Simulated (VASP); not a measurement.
# Os: single point with r2SCAN

Crystal: Os.

```xyz
2
Lattice="2.7394 0.0000 0.0000 -1.3697 2.3724 0.0000 0.0000 0.0000 4.3138" Properties=species:S:1:pos:R:3 pbc="T T T"
Os    0.0000    1.5816    1.0785
Os    1.3697    0.7908    3.2354
```

- Program: VASP 6.6.1
- Task: single point
- Functional: r2SCAN
- Potentials or basis: VASP PAW PBE potentials, release 64 (Os_sv_GW)
- Cutoff: 620 eV
- k mesh: 13 × 13 × 7
- Occupations: fermi-dirac, width 0.1 eV
- Spin: no spin polarisation

The pressure is -0.8 GPa and the band gap on the k mesh is zero (bands 16 and 17 overlap by 3.99 eV).

Levels at points of the mesh, in eV from the Fermi level:
```tsv
k point	band 14	band 15	band 16	band 17	band 18	band 19
(0.00, 0.00, 0.00)	-2.36	-2.36	-1.73	-1.73	-0.06	1.68
```

It took 97 s on 1 thread of Intel(R) Xeon(R) 6975P-C (Granite Rapids) (shared host), peak memory 0.21 GiB.

Caveat: the PAW data sets were made with another functional, which shifts forces and pressure a little; spin-orbit coupling is left out, which moves the levels of the heavy elements.
